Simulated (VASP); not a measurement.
# Ti3Al (Amm2) in VASP: single point with PBEsol

Aim: the single point of Ti3Al with PBEsol.

All numbers are computed with VASP 6.6.1; they aren't measurements. Logs are shortened: lines on timing, memory, paths and dates and some standing lists are left out, and cuts for length are marked.

## Step 1: The cell of the first run

The structure is orthorhombic, space group Amm2 (No. 38). The conventional cell has a = 9.139 Å, b = 2.896 Å, c = 5.016 Å, α = 90.00°, β = 90.00°, γ = 90.00°. Ti (site symmetry mm2) has 12 Ti at 2.82 to 2.90 Å within 3.7 Å. Ti (site symmetry m) has 3 Al at 2.80 to 2.86 Å and 9 Ti at 2.82 to 2.90 Å within 3.7 Å. Al (site symmetry mm2) has 6 Ti at 2.80 to 2.86 Å and 6 Al at 2.90 Å within 3.7 Å.

## Step 2: Single point, PBEsol (all Al atoms moved -0.075 Å, as atom 4 along Cartesian [0 1 0])

Contents of INCAR:

```
  PREC = Accurate
  ENCUT = 520
  EDIFF = 1E-6
  ISMEAR = 0
  SIGMA = 0.15
  LREAL = F
  LASPH = T
  NELM = 60
  ALGO = Fast
  ISIF = 2
  LWAVE = F
  LCHARG = F
  GGA = PS
  NBANDS = 28
```

Contents of KPOINTS:

```
Automatic mesh
0
Gamma
  18 18 6
```

Contents of POSCAR:

```
Ti3Al
1.0
    2.8957824532      0.0000000000      0.0000000000
   -1.4478912266      2.5078211683      0.0000000000
    0.0000000000      0.0000000000      9.1393541757
Ti Al
3 1
Direct
    0.6666666667      0.3333333333      0.0000000000
    0.3333333333      0.6666666667      0.7511761438
    0.3333333333      0.6666666667      0.2488238562
    0.6517134473      0.3034268946      0.5000000000
```

Potentials or basis: VASP PAW PBE potentials, release 64 (Ti_sv, Al).

Started as:

```bash
$ cat potpaw_PBE.64/Ti_sv/POTCAR potpaw_PBE.64/Al/POTCAR > POTCAR
$ mpirun -np 1 vasp_std > vasp.out
```

OUTCAR:

```text
PREC = Accurate
   ENCUT = 520
   EDIFF = 1E-6
   ISMEAR = 0
   LREAL = F
   LASPH = T
   NELM = 60
   ISIF = 2
   GGA = PS

 ion  position               nearest neighbor table
   1  0.667  0.333  0.000-   2 2.82   3 2.82   2 2.82   3 2.82   2 2.82   3 2.82
   2  0.333  0.667  0.751-   4 2.80   1 2.82   1 2.82   1 2.82   4 2.86   4 2.86
   3  0.333  0.667  0.249-   4 2.80   1 2.82   1 2.82   1 2.82   4 2.86   4 2.86
   4  0.652  0.303  0.500-   2 2.80   3 2.80   2 2.86   3 2.86   2 2.86   3 2.86

  LATTYP: Found a hexagonal cell.
 ALAT       =     2.8957824532
 C/A-ratio  =     3.1560914272

  Lattice vectors:

 A1 = (   2.8957824532,   0.0000000000,   0.0000000000)
 A2 = (  -1.4478912266,   2.5078211683,   0.0000000000)
 A3 = (   0.0000000000,   0.0000000000,   9.1393541757)

Analysis of symmetry for initial positions (statically):
=====================================================================
 Subroutine PRICEL returns:
 Original cell was already a primitive cell.

 Routine SETGRP: Setting up the symmetry group for a
 hexagonal supercell.

 Subroutine GETGRP returns: Found  4 space group operations
 (whereof  4 operations were pure point group operations)
 out of a pool of 24 trial point group operations.

The static configuration has the point symmetry C_2v.

Analysis of symmetry for dynamics (positions and initial velocities):
=====================================================================
 Subroutine PRICEL returns:
 Original cell was already a primitive cell.

 Routine SETGRP: Setting up the symmetry group for a
 hexagonal supercell.

 Subroutine GETGRP returns: Found  4 space group operations
 (whereof  4 operations were pure point group operations)
 out of a pool of 24 trial point group operations.

The dynamic configuration has the point symmetry C_2v.

 Subroutine INISYM returns: Found  4 space group operations
 (whereof  4 operations are pure point group operations),
 and found     1 'primitive' translations

----------------------------------------------------------------------------------------

                                     Primitive cell

  volume of cell :      66.3709

  direct lattice vectors                    reciprocal lattice vectors
     2.895782453  0.000000000  0.000000000     0.345329808  0.199376258  0.000000000
    -1.447891227  2.507821168  0.000000000     0.000000000  0.398752516  0.000000000
     0.000000000  0.000000000  9.139354176     0.000000000  0.000000000  0.109416922

  length of vectors
     2.895782453  2.895782453  9.139354176     0.398752516  0.398752516  0.109416922

  position of ions in fractional coordinates (direct lattice)
     0.666666667  0.333333333  0.000000000
     0.333333333  0.666666667  0.751176144
     0.333333333  0.666666667  0.248823856
     0.651713447  0.303426895  0.500000000

  ion indices of the primitive-cell ions
   primitive index   ion index
                 1           1
                 2           2
                 3           3
                 4           4

----------------------------------------------------------------------------------------

 KPOINTS: Automatic mesh

Automatic generation of k-mesh.
 Grid dimensions read from file:
 generate k-points for:   18   18    6

 Generating k-lattice:

  Cartesian coordinates                     Fractional coordinates (reciprocal lattice)
     0.019184989  0.011076459  0.000000000     0.055555556 -0.000000000  0.000000000
     0.000000000  0.022152918  0.000000000     0.000000000  0.055555556  0.000000000
     0.000000000  0.000000000  0.018236154     0.000000000  0.000000000  0.166666667

  Length of vectors
     0.022152918  0.022152918  0.018236154

  Shift w.r.t. Gamma in fractional coordinates (k-lattice)
     0.000000000  0.000000000  0.000000000

 Subroutine IBZKPT returns following result:
 ===========================================

 Found    364 irreducible k-points:

 Following reciprocal coordinates:
            Coordinates               Weight
  0.000000  0.000000  0.000000      1.000000
  0.055556  0.000000  0.000000      4.000000
  0.000000  0.055556  0.000000      2.000000
  0.111111  0.000000  0.000000      4.000000
  0.000000  0.111111  0.000000      2.000000
  0.166667  0.000000  0.000000      4.000000
[... 16 lines left out ...]
 -0.055556  0.166667  0.000000      4.000000
 -0.166667  0.111111  0.000000      4.000000
 [... further k-points ...]
   k-points           NKPTS =    364   k-points in BZ     NKDIM =    364   number of bands    NBANDS=     28
   number of dos      NEDOS =    301   number of ions     NIONS =      4
   total plane-waves  NPLWV =  40320
   dimension x,y,z NGX =    24 NGY =   24 NGZ =   70
   dimension x,y,z NGXF=    48 NGYF=   48 NGZF=  140
   ions per type =               3   1
   NGX,Y,Z   is equivalent  to a cutoff of  13.78, 13.78, 12.73 a.u.
   NGXF,Y,Z  is equivalent  to a cutoff of  27.56, 27.56, 25.47 a.u.
 SYSTEM =  unknown system
   PREC   = accura    normal or accurate (medium, high low for compatibility)
   ISTART =      0    job   : 0-new  1-cont  2-samecut
   ICHARG =      2    charge: 1-file 2-atom 10-const
   ISPIN  =      1    spin polarized calculation?
   LNONCOLLINEAR =      F non collinear calculations
   LSORBIT =      F    spin-orbit coupling
   LASPH  =      T    aspherical Exc in radial PAW
   ENCUT  =  520.0 eV  38.22 Ry    6.18 a.u.   5.38  5.38 16.99*2*pi/ulx,y,z
   NELM   =     60;   NELMIN=  2; NELMDL= -5     # of ELM steps
   EDIFF  = 0.1E-05   stopping-criterion for ELM
   LREAL  =      F    real-space projection
   EDIFFG = 0.1E-04   stopping-criterion for IOM
   NSW    =      0    number of steps for IOM
   IBRION =     -1    ionic relax: 0-MD 1-quasi-New 2-CG
   NFREE  =      0    steps in history (QN), initial steepest desc. (CG)
   ISIF   =      2    stress and relaxation
   ISYM   =      2    0-nonsym 1-usesym 2-fastsym
   POTIM  = 0.5000    time-step for ionic-motion
   TEBEG  =    0.0;   TEEND  =   0.0 temperature during run
   PSTRESS=    0.0 pullay stress
   NELECT =      39.0000    total number of electrons
   NUPDOWN=      -1.0000    fix difference up-down
   EMIN   =  10.00;   EMAX   =-10.00  energy-range for DOS
   EFERMI =   0.00;   METHOD = LEGACY
   ISMEAR =     0;   SIGMA  =   0.15  broadening in eV -4-tet -1-fermi 0-gaus
   EFERMI_NEDOS =   21; number of points for ismear=-14 and -15
   IALGO  =     68    algorithm
   IMIX   =      4    mixing-type and parameters
     AMIX     =   0.40;   BMIX     =  1.00
     AMIX_MAG =   1.60;   BMIX_MAG =  1.00
  volume/ion in A,a.u.               =      16.59       111.97
  Fermi-wavevector in a.u.,A,eV,Ry     =   1.371209  2.591210 25.581871  1.880214
  Thomas-Fermi vector in A             =   2.496926
   LORBIT       =      0    0 simple, 1 ext, 2 COOP (PROOUT), +10 PAW based schemes
   GGA     = PS    functional components
   LHFCALC =     F    Hartree Fock is set to
   AEXX    =    0.0000 exact exchange contribution
   IVDW    =     0    specifies the selected vdW correction
   LEPSILON=     F    determine dielectric tensor
   LRPA    =     F    only Hartree local field effects (RPA)
 non-spin polarized calculation
 RMM-DIIS sequential band-by-band and
 Gauss-broadening in eV      SIGMA  =   0.15
  energy-cutoff  :      520.00
  volume of cell :       66.37
 maximum number of plane-waves:      1828
 NGX is ok and might be reduce to    24
   NGX = 11   NGY = 11   NGZ = 33

 number of electron      38.9999993 magnetization

 Free energy of the ion-electron system (eV)
  ---------------------------------------------------
  ext. energy  EPLUGINS =         0.00000000
  ---------------------------------------------------
  free energy    TOTEN  =       -29.63531768 eV

  energy without entropy =      -29.59275825  energy(sigma->0) =      -29.61403797

 E-fermi :   8.1987     XC(G=0): -11.4547

 val. band max:        8.1973792124   @ k =  -0.0556   0.1667   0.0000
 cond. band min:       8.1987878087   @ k =  -0.1667   0.1111   0.0000
 fundamental gap:      0.0014085963
 Fermi energy:         8.1986644858

 k-point     1 :       0.0000    0.0000    0.0000
  band No.  band energies     occupation
      1     -48.2323      2.00000
      2     -48.1753      2.00000
      3     -48.1080      2.00000
      4     -24.8848      2.00000
      5     -24.6039      2.00000
      6     -24.2791      2.00000
[... 20 lines left out ...]
     27      10.3809      0.00000
     28      11.0240      0.00000

 k-point     2 :       0.0556    0.0000    0.0000
  band No.  band energies     occupation
      1     -48.2289      2.00000
      2     -48.1727      2.00000
      3     -48.1062      2.00000
      4     -24.8790      2.00000
      5     -24.6039      2.00000
      6     -24.2883      2.00000
[... 20 lines left out ...]
     27      10.3450      0.00000
     28      10.9939      0.00000

 k-point     3 :       0.0000    0.0556    0.0000
  band No.  band energies     occupation
      1     -48.2289      2.00000
      2     -48.1727      2.00000
      3     -48.1062      2.00000
      4     -24.8790      2.00000
      5     -24.6039      2.00000
      6     -24.2880      2.00000
[... 20 lines left out ...]
     27      10.3475      0.00000
     28      11.0138      0.00000

 k-point     4 :       0.1111    0.0000    0.0000
  band No.  band energies     occupation
      1     -48.2190      2.00000
      2     -48.1653      2.00000
      3     -48.1012      2.00000
      4     -24.8621      2.00000
      5     -24.6053      2.00000
      6     -24.3210      2.00000
[... 20 lines left out ...]
     27      10.2677      0.00000
     28      10.9284      0.00000

 k-point     5 :       0.0000    0.1111    0.0000
  band No.  band energies     occupation
      1     -48.2190      2.00000
      2     -48.1653      2.00000
      3     -48.1012      2.00000
      4     -24.8621      2.00000
      5     -24.6052      2.00000
      6     -24.3197      2.00000
[... 20 lines left out ...]
     27      10.2709      0.00000
     28      10.9128      0.00000

 k-point     6 :       0.1667    0.0000    0.0000
  band No.  band energies     occupation
      1     -48.2036      2.00000
      2     -48.1538      2.00000
      3     -48.0938      2.00000
      4     -24.8363      2.00000
      5     -24.6125      2.00000
      6     -24.3800      2.00000
[... 463 lines left out ...]
      5     -24.6046      2.00000
      6     -24.3096      2.00000
[... 20 lines left out ...]
     27      10.3091      0.00000
     28      10.9611      0.00000

 k-point    22 :       0.1111    0.0556    0.0000
  band No.  band energies     occupation
      1     -48.2096      2.00000
      2     -48.1583      2.00000
      3     -48.0966      2.00000
      4     -24.8462      2.00000
      5     -24.6086      2.00000
      6     -24.3548      2.00000
[... 20 lines left out ...]
     27      10.3050      0.00000
     28      10.8945      0.00000

 k-point    23 :      -0.0556    0.1667    0.0000
  band No.  band energies     occupation
      1     -48.2096      2.00000
      2     -48.1583      2.00000
      3     -48.0966      2.00000
      4     -24.8462      2.00000
      5     -24.6086      2.00000
      6     -24.3540      2.00000
[... 20 lines left out ...]
     27      10.3039      0.00000
     28      10.8867      0.00000

 k-point    24 :      -0.1667    0.1111    0.0000
  band No.  band energies     occupation
      1     -48.2096      2.00000
      2     -48.1583      2.00000
      3     -48.0966      2.00000
      4     -24.8462      2.00000
      5     -24.6087      2.00000
      6     -24.3560      2.00000
[... 20 lines left out ...]
     27      10.2862      0.00000
     28      10.9287      0.00000

 [... further k-points ...]

------------------------ aborting loop because EDIFF is reached ----------------------------------------

  FORCE on cell =-STRESS in cart. coord.  units (eV):
  Direction    XX          YY          ZZ          XY          YZ          ZX
  --------------------------------------------------------------------------------------
  -------------------------------------------------------------------------------------
  Total       -0.2833220      0.1250488      0.0078962      0.0000000      0.0000000      0.0000000
  in kB       -6.8393190      3.0186456      0.1906127      0.0000000      0.0000000      0.0000000
  external PRESSURE =      -1.2100202 kB  Pullay stress =       0.0000000 kB

 VOLUME and BASIS-vectors are now :
 -----------------------------------------------------------------------------
  energy-cutoff  :      520.00
  volume of cell :       66.37
      direct lattice vectors                 reciprocal lattice vectors
     2.895782453  0.000000000  0.000000000     0.345329808  0.199376258  0.000000000
    -1.447891227  2.507821168  0.000000000     0.000000000  0.398752516  0.000000000
     0.000000000  0.000000000  9.139354176     0.000000000  0.000000000  0.109416922

 POSITION                                       TOTAL-FORCE (eV/Angst)
 -----------------------------------------------------------------------------------
      1.44789      0.83594      0.00000         0.000000      0.001253      0.000000
     -0.00000      1.67188      6.86526        -0.000000     -0.088817      0.016808
     -0.00000      1.67188      2.27409        -0.000000     -0.088817     -0.016808
      1.44789      0.76094      4.56968         0.000000      0.176380      0.000000
 -----------------------------------------------------------------------------------
    total drift:                                0.000000      0.000014     -0.000000

  FREE ENERGIE OF THE ION-ELECTRON SYSTEM (eV)
  ---------------------------------------------------
  free  energy   TOTEN  =       -29.6353176836 eV

  energy  without entropy=      -29.5927582490  energy(sigma->0) =      -29.61403797
```

It took 35 min on 1 thread of Intel Xeon Platinum 8175M at 2.50GHz (Skylake/Cascade Lake), shared host; peak memory 0.62 GiB.

What came out:

```yaml
Free_energy: -29.6353 eV
Pressure: -0.1 GPa
Largest_force: 0.176 eV/Å
Band_gap_on_the_k_mesh: zero (an odd number of electrons rules out a gap without spin polarisation)
```

Forces in eV/Å, atoms in the order of the input:
```
Ti   0.000  0.001  0.000
Ti   0.000 -0.089  0.017
Ti   0.000 -0.089 -0.017
Al   0.000  0.176  0.000
```

Caveat: the cell differs from its parent crystal (all Al atoms moved -0.075 Å, as atom 4 along Cartesian [0 1 0]); the PAW data sets were made with another functional, which shifts forces and pressure a little.
